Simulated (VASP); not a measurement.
Input of a VASP 6.6.1 run:

INCAR

```
SYSTEM = H3C2
PREC = Accurate
ENCUT = 520
EDIFF = 1E-6
ISMEAR = 0
SIGMA = 0.02
LREAL = .FALSE.
LASPH = .TRUE.
NELM = 60
ALGO = Normal
ISIF = 2
LWAVE = .FALSE.
LCHARG = .TRUE.
GGA = PE
IVDW = 12
LELF = .TRUE.
LVHAR = .TRUE.
NBANDS = 22
```

KPOINTS

```
Automatic mesh
0
G
  6 6 6
  0 0 0
```

POSCAR

```
H3C2
1.0
    3.4296287067     -3.1109967559      0.0725672554
    3.4296287067      3.1109967559      0.0725672554
   -0.6638060158      0.0000000000      3.9600444235
H C
6 4
Direct
    0.2673475589      0.2673475589      0.5485096406
    0.7326524411      0.7326524411      0.4514903594
    0.2180898959      0.5037429784      0.2228208055
    0.4962570216      0.7819101041      0.7771791945
    0.7819101041      0.4962570216      0.7771791945
    0.5037429784      0.2180898959      0.2228208055
    0.0813256110      0.0813256110      0.0830956360
    0.9186743890      0.9186743890      0.9169043640
    0.2768395446      0.2768395446      0.2780923086
    0.7231604554      0.7231604554      0.7219076914
```

Potentials or basis: VASP PAW PBE potentials, release 64 (H, C).

Command:

```sh
$ cat potpaw_PBE.64/H/POTCAR potpaw_PBE.64/C/POTCAR > POTCAR
$ mpirun -np 1 vasp_std > vasp.out
```

Problem. What does it give for the pressure?

Solution. 0.8 GPa.

Problem. What does it give for the largest force?

Solution. 0.068 eV/Å.

Problem. Predict the dispersion energy per atom.

Solution. -0.066 eV.

Problem. Estimate the band gap on the k mesh.

Solution. 4.63 eV (least direct gap 4.79 eV).

Stress tensor (GPa, compression positive):
```
0.92 0.00 0.01
0.00 0.78 0.00
0.01 0.00 0.77
```

A k mesh can miss the band edges.
